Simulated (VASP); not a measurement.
# CaSe (Cmmm) in VASP: single point with PBE+D3(BJ)

Aim: the single point of CaSe with PBE+D3(BJ).

All numbers are computed with VASP 6.6.1; they aren't measurements. Logs are shortened: lines on timing, memory, paths and dates and some standing lists are left out, and cuts for length are marked.

### 1 The cell of the first run

The structure is orthorhombic, space group Cmmm (No. 65). Conventional cell: a = 5.070 Å, b = 5.088 Å, c = 3.591 Å, α = 90.00°, β = 90.00°, γ = 90.00°. Within 4.1 Å of Ca (site symmetry mmm) lie 8 Se at 3.11 Å and 6 Ca at 3.59 Å. Se (site symmetry mmm) has 8 Ca at 3.11 Å and 6 Se at 3.59 Å within 4.1 Å.

### 2 Single point, PBE+D3(BJ)

File INCAR:

```
SYSTEM = CaSe
PREC = Accurate
ENCUT = 520
EDIFF = 1E-6
ISMEAR = 0
SIGMA = 0.02
LREAL = .FALSE.
LASPH = .TRUE.
NELM = 100
ALGO = Normal
ISIF = 2
LWAVE = .FALSE.
LCHARG = .FALSE.
GGA = PE
IVDW = 12
NBANDS = 15
```

File KPOINTS:

```
Automatic mesh
0
G
  8 8 8
  0 0 0
```

File POSCAR:

```
CaSe
1.0
    2.5351113404     -2.5438501952      0.0000000000
    2.5351113404      2.5438501952      0.0000000000
    0.0000000000      0.0000000000      3.5910045524
Ca Se
1 1
Direct
    0.0000000000      0.0000000000      0.0000000000
    0.5000000000      0.5000000000      0.5000000000
```

Potentials or basis: VASP PAW PBE potentials, release 64 (Ca_sv, Se).

On the command line:

```console
> cat potpaw_PBE.64/Ca_sv/POTCAR potpaw_PBE.64/Se/POTCAR > POTCAR
> mpirun -np 1 vasp_std > vasp.out
```

OUTCAR:

```text
SYSTEM = CaSe
   PREC = Accurate
   ENCUT = 520
   EDIFF = 1E-6
   ISMEAR = 0
   LREAL = .FALSE.
   LASPH = .TRUE.
   NELM = 100
   ISIF = 2
   GGA = PE
   IVDW = 12
 IVDW          = 12

 ion  position               nearest neighbor table
   1  0.000  0.000  0.000-
   2  0.500  0.500  0.500-

  LATTYP: Found a base centered orthorhombic cell.
 ALAT       =     5.0702226808
 B/A-ratio  =     1.0034471286
 C/A-ratio  =     0.7082538142

  Lattice vectors:

 A1 = (   2.5351113404,  -2.5438501952,   0.0000000000)
 A2 = (   2.5351113404,   2.5438501952,   0.0000000000)
 A3 = (   0.0000000000,   0.0000000000,   3.5910045524)

Analysis of symmetry for initial positions (statically):
=====================================================================
 Subroutine PRICEL returns:
 Original cell was already a primitive cell.

 Routine SETGRP: Setting up the symmetry group for a
 base centered orthorhombic supercell.

 Subroutine GETGRP returns: Found  8 space group operations
 (whereof  8 operations were pure point group operations)
 out of a pool of  8 trial point group operations.

The static configuration has the point symmetry D_2h.

Analysis of symmetry for dynamics (positions and initial velocities):
=====================================================================
 Subroutine PRICEL returns:
 Original cell was already a primitive cell.

 Routine SETGRP: Setting up the symmetry group for a
 base centered orthorhombic supercell.

 Subroutine GETGRP returns: Found  8 space group operations
 (whereof  8 operations were pure point group operations)
 out of a pool of  8 trial point group operations.

The dynamic configuration has the point symmetry D_2h.

 Subroutine INISYM returns: Found  8 space group operations
 (whereof  8 operations are pure point group operations),
 and found     1 'primitive' translations

----------------------------------------------------------------------------------------

                                     Primitive cell

  volume of cell :      46.3164

  direct lattice vectors                    reciprocal lattice vectors
     2.535111340 -2.543850195  0.000000000     0.197229996 -0.196552455  0.000000000
     2.535111340  2.543850195  0.000000000     0.197229996  0.196552455  0.000000000
     0.000000000  0.000000000  3.591004552     0.000000000  0.000000000  0.278473610

  length of vectors
     3.591373459  3.591373459  3.591004552     0.278446653  0.278446653  0.278473610

  position of ions in fractional coordinates (direct lattice)
     0.000000000  0.000000000  0.000000000
     0.500000000  0.500000000  0.500000000

  ion indices of the primitive-cell ions
   primitive index   ion index
                 1           1
                 2           2

----------------------------------------------------------------------------------------

 KPOINTS: Automatic mesh

Automatic generation of k-mesh.
 Grid dimensions read from file:
 generate k-points for:    8    8    8

 Generating k-lattice:

  Cartesian coordinates                     Fractional coordinates (reciprocal lattice)
     0.024653750 -0.024569057  0.000000000     0.125000000 -0.000000000  0.000000000
     0.024653750  0.024569057  0.000000000    -0.000000000  0.125000000  0.000000000
     0.000000000  0.000000000  0.034809201     0.000000000  0.000000000  0.125000000

  Length of vectors
     0.034805832  0.034805832  0.034809201

  Shift w.r.t. Gamma in fractional coordinates (k-lattice)
     0.000000000  0.000000000  0.000000000

 Subroutine IBZKPT returns following result:
 ===========================================

 Found    105 irreducible k-points:

 Following reciprocal coordinates:
            Coordinates               Weight
  0.000000  0.000000  0.000000      1.000000
  0.125000  0.000000  0.000000      4.000000
  0.250000  0.000000  0.000000      4.000000
  0.375000  0.000000  0.000000      4.000000
  0.500000  0.000000  0.000000      2.000000
  0.125000  0.125000  0.000000      2.000000
[... 16 lines left out ...]
  0.125000  0.000000  0.125000      8.000000
  0.250000  0.000000  0.125000      8.000000
 [... further k-points ...]
   k-points           NKPTS =    105   k-points in BZ     NKDIM =    105   number of bands    NBANDS=     15
   number of dos      NEDOS =    301   number of ions     NIONS =      2
   total plane-waves  NPLWV =  21952
   dimension x,y,z NGX =    28 NGY =   28 NGZ =   28
   dimension x,y,z NGXF=    56 NGYF=   56 NGZF=   56
   ions per type =               1   1
   NGX,Y,Z   is equivalent  to a cutoff of  12.96, 12.96, 12.96 a.u.
   NGXF,Y,Z  is equivalent  to a cutoff of  25.92, 25.92, 25.93 a.u.
 SYSTEM =  CaSe
   PREC   = accura    normal or accurate (medium, high low for compatibility)
   ISTART =      0    job   : 0-new  1-cont  2-samecut
   ICHARG =      2    charge: 1-file 2-atom 10-const
   ISPIN  =      1    spin polarized calculation?
   LNONCOLLINEAR =      F non collinear calculations
   LSORBIT =      F    spin-orbit coupling
   LASPH  =      T    aspherical Exc in radial PAW
   ENCUT  =  520.0 eV  38.22 Ry    6.18 a.u.   6.68  6.68  6.68*2*pi/ulx,y,z
   NELM   =    100;   NELMIN=  2; NELMDL= -5     # of ELM steps
   EDIFF  = 0.1E-05   stopping-criterion for ELM
   LREAL  =      F    real-space projection
   EDIFFG = 0.1E-04   stopping-criterion for IOM
   NSW    =      0    number of steps for IOM
   IBRION =     -1    ionic relax: 0-MD 1-quasi-New 2-CG
   NFREE  =      0    steps in history (QN), initial steepest desc. (CG)
   ISIF   =      2    stress and relaxation
   ISYM   =      2    0-nonsym 1-usesym 2-fastsym
   POTIM  = 0.5000    time-step for ionic-motion
   TEBEG  =    0.0;   TEEND  =   0.0 temperature during run
   PSTRESS=    0.0 pullay stress
   NELECT =      16.0000    total number of electrons
   NUPDOWN=      -1.0000    fix difference up-down
   EMIN   =  10.00;   EMAX   =-10.00  energy-range for DOS
   EFERMI =   0.00;   METHOD = LEGACY
   ISMEAR =     0;   SIGMA  =   0.02  broadening in eV -4-tet -1-fermi 0-gaus
   EFERMI_NEDOS =   21; number of points for ismear=-14 and -15
   IALGO  =     38    algorithm
   IMIX   =      4    mixing-type and parameters
     AMIX     =   0.40;   BMIX     =  1.00
     AMIX_MAG =   1.60;   BMIX_MAG =  1.00
  volume/ion in A,a.u.               =      23.16       156.28
  Fermi-wavevector in a.u.,A,eV,Ry     =   1.148691  2.170712 17.952773  1.319492
  Thomas-Fermi vector in A             =   2.285365
   LORBIT       =      0    0 simple, 1 ext, 2 COOP (PROOUT), +10 PAW based schemes
   GGA     = PE    functional components
   LHFCALC =     F    Hartree Fock is set to
   AEXX    =    0.0000 exact exchange contribution
   IVDW    =    12    specifies the selected vdW correction
   LEPSILON=     F    determine dielectric tensor
   LRPA    =     F    only Hartree local field effects (RPA)
 non-spin polarized calculation
 Gauss-broadening in eV      SIGMA  =   0.02
  energy-cutoff  :      520.00
  volume of cell :       46.32
 maximum number of plane-waves:      1269
   NGX = 13   NGY = 13   NGZ = 13

 number of electron      16.0000004 magnetization

 Free energy of the ion-electron system (eV)
  ---------------------------------------------------
  ext. energy  EPLUGINS =         0.00000000
  ---------------------------------------------------
  free energy    TOTEN  =        -8.78109742 eV

  energy without entropy =       -8.78109742  energy(sigma->0) =       -8.78109742

 E-fermi :   4.6501     XC(G=0):  -9.7386

 val. band max:        4.5623178382   @ k =   0.5000   0.5000   0.0000
 cond. band min:       5.2659387064   @ k =   0.5000   0.5000   0.0000
 fundamental gap:      0.7036208682
 Fermi energy:         4.6500712087

 k-point     1 :       0.0000    0.0000    0.0000
  band No.  band energies     occupation
      1     -36.6970      2.00000
      2     -17.6350      2.00000
      3     -17.6348      2.00000
      4     -17.6345      2.00000
      5      -8.6639      2.00000
      6       3.6563      2.00000
      7       3.6631      2.00000
      8       3.6672      2.00000
      9       5.5467      0.00000
     10       5.5468      0.00000
     11       6.8670      0.00000
     12       8.9981      0.00000
     13       9.0041      0.00000
     14       9.0110      0.00000
     15      13.7997      0.00000

 k-point     2 :       0.1250    0.0000    0.0000
  band No.  band energies     occupation
      1     -36.6948      2.00000
      2     -17.6667      2.00000
      3     -17.6318      2.00000
      4     -17.6318      2.00000
      5      -8.5603      2.00000
      6       2.5565      2.00000
      7       3.6321      2.00000
      8       3.6334      2.00000
      9       5.6582      0.00000
     10       6.1312      0.00000
     11       7.6943      0.00000
     12       9.0411      0.00000
     13       9.0865      0.00000
     14       9.0873      0.00000
     15      13.3439      0.00000

 k-point     3 :       0.2500    0.0000    0.0000
  band No.  band energies     occupation
      1     -36.6895      2.00000
      2     -17.7424      2.00000
      3     -17.6247      2.00000
      4     -17.6247      2.00000
      5      -8.2923      2.00000
      6       1.0103      2.00000
      7       3.5576      2.00000
      8       3.5590      2.00000
      9       5.9618      0.00000
     10       7.0507      0.00000
     11       9.0480      0.00000
     12       9.1337      0.00000
     13       9.3486      0.00000
     14       9.3488      0.00000
     15      12.3332      0.00000
[... 343 lines left out ...]
 k-point    23 :       0.1250    0.0000    0.1250
  band No.  band energies     occupation
      1     -36.6926      2.00000
      2     -17.6672      2.00000
      3     -17.6589      2.00000
      4     -17.6290      2.00000
      5      -8.4639      2.00000
      6       2.4378      2.00000
      7       2.8027      2.00000
      8       3.6271      2.00000
      9       5.9620      0.00000
     10       6.6380      0.00000
     11       7.9146      0.00000
     12       8.7924      0.00000
     13       9.3929      0.00000
     14       9.4383      0.00000
     15      13.4077      0.00000

 k-point    24 :       0.2500    0.0000    0.1250
  band No.  band energies     occupation
      1     -36.6873      2.00000
      2     -17.7377      2.00000
      3     -17.6539      2.00000
      4     -17.6220      2.00000
      5      -8.2153      2.00000
      6       1.1015      2.00000
      7       2.7931      2.00000
      8       3.6082      2.00000
      9       6.2589      0.00000
     10       7.4315      0.00000
     11       8.3821      0.00000
     12       8.7023      0.00000
     13       9.6490      0.00000
     14      10.2945      0.00000
     15      12.7268      0.00000

 [... further k-points ...]

------------------------ aborting loop because EDIFF is reached ----------------------------------------

 Edisp (eV)   -0.78529

 E8    (eV) :    -0.3590

  FORCE on cell =-STRESS in cart. coord.  units (eV):
  Direction    XX          YY          ZZ          XY          YZ          ZX
  --------------------------------------------------------------------------------------
  -------------------------------------------------------------------------------------
  Total       0.05776     0.05555     0.06159    -0.00000     0.00000     0.00000
  in kB       1.99791     1.92164     2.13036    -0.00000     0.00000     0.00000
  external pressure =        2.02 kB  Pullay stress =        0.00 kB

 VOLUME and BASIS-vectors are now :
 -----------------------------------------------------------------------------
  energy-cutoff  :      520.00
  volume of cell :       46.32
      direct lattice vectors                 reciprocal lattice vectors
     2.535111340 -2.543850195  0.000000000     0.197229996 -0.196552455  0.000000000
     2.535111340  2.543850195  0.000000000     0.197229996  0.196552455  0.000000000
     0.000000000  0.000000000  3.591004552     0.000000000  0.000000000  0.278473610

 POSITION                                       TOTAL-FORCE (eV/Angst)
 -----------------------------------------------------------------------------------
      0.00000      0.00000      0.00000        -0.000000      0.000000      0.000000
      2.53511      0.00000      1.79550         0.000000     -0.000000      0.000000
 -----------------------------------------------------------------------------------
    total drift:                                0.000000      0.000000      0.000000

  FREE ENERGIE OF THE ION-ELECTRON SYSTEM (eV)
  ---------------------------------------------------
  free  energy   TOTEN  =        -9.5663879617 eV

  energy  without entropy=       -9.5663879617  energy(sigma->0) =       -9.56638796
```

It took 49 s on 1 thread of Intel Xeon Platinum 8375C at 2.90GHz (Ice Lake), shared host; peak memory 0.22 GiB.

What came out:

```yaml
Free_energy: -9.5664 eV
Pressure: 0.2 GPa
Band_gap_on_the_k_mesh: 0.70 eV, direct
Dispersion_energy_per_atom: -0.393 eV
```
